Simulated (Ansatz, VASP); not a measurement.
One calculation of Ga, two programs

```
CELL_PARAMETERS angstrom
0.00000 2.15704 2.15704
2.15704 0.00000 2.15704
2.15704 2.15704 0.00000
ATOMIC_POSITIONS crystal
Ga 0.00000 0.00000 0.00000
```

Alike in both runs: task single point; functional r2SCAN; k mesh 15 × 15 × 15; occupations fermi-dirac, width 0.1 eV; no spin polarisation.

|  | VASP | Ansatz |
| --- | --- | --- |
| version | VASP 6.6.1 | Ansatz 0.2.0 |
| potentials or method | VASP PAW PBE potentials, release 64 (Ga_d), cutoff 520 eV | plane waves (500 eV) with PAW, scalar-relativistic |
| valence electrons in the cell | 13 | 13 |

```tsv
	VASP	Ansatz	Ansatz less VASP
pressure (GPa)	-5.3	-5.3	+0.02
```

VASP's potentials were made for PBE, not for r2SCAN.
